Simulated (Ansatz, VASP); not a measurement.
Two plane-wave programs on PtS2

```
S Pt
1.0
     3.54153    0.00000    0.00000
    -1.77076    3.06705    0.00000
     0.00000    0.00000   22.46706
S Pt
4 2
Direct
  0.66667 0.33333 0.20029
  0.33333 0.66667 0.31083
  0.66667 0.66667 0.52181
  0.33333 0.00000 0.63235
  0.00000 0.00000 0.25556
  0.00000 0.33333 0.57708
```

Alike in both runs: task single point; functional PBE; dispersion D3(BJ); k mesh 9 × 9 × 1; occupations gaussian, width 0.05 eV; no spin polarisation.

|  | VASP | Ansatz |
| --- | --- | --- |
| version | VASP 6.6.1 | Ansatz 0.2.0 |
| potentials or method | VASP PAW PBE potentials, release 64 (S, Pt), cutoff 520 eV | scalar-relativistic, plane waves, PAW |
| valence electrons in the cell | 44 | 60 |

Ansatz gave:

```
gap on the k mesh at the Fermi level (eV) : 1.76
least direct gap on the mesh (eV)         : 1.83
rms of the force components (eV/Å)        : 0.015
```

Problem. What did VASP give for the same quantities?

Solution. gap on the k mesh at the Fermi level (eV): 1.76; least direct gap on the mesh (eV): 1.84; rms of the force components (eV/Å): 0.016.

VASP's potentials hold 44 valence electrons a cell and Ansatz's 60, so a difference there can come from the potentials and not from the codes. Ansatz's warnings: xc potential rough in thin density.

Neither program's run includes spin-orbit coupling.
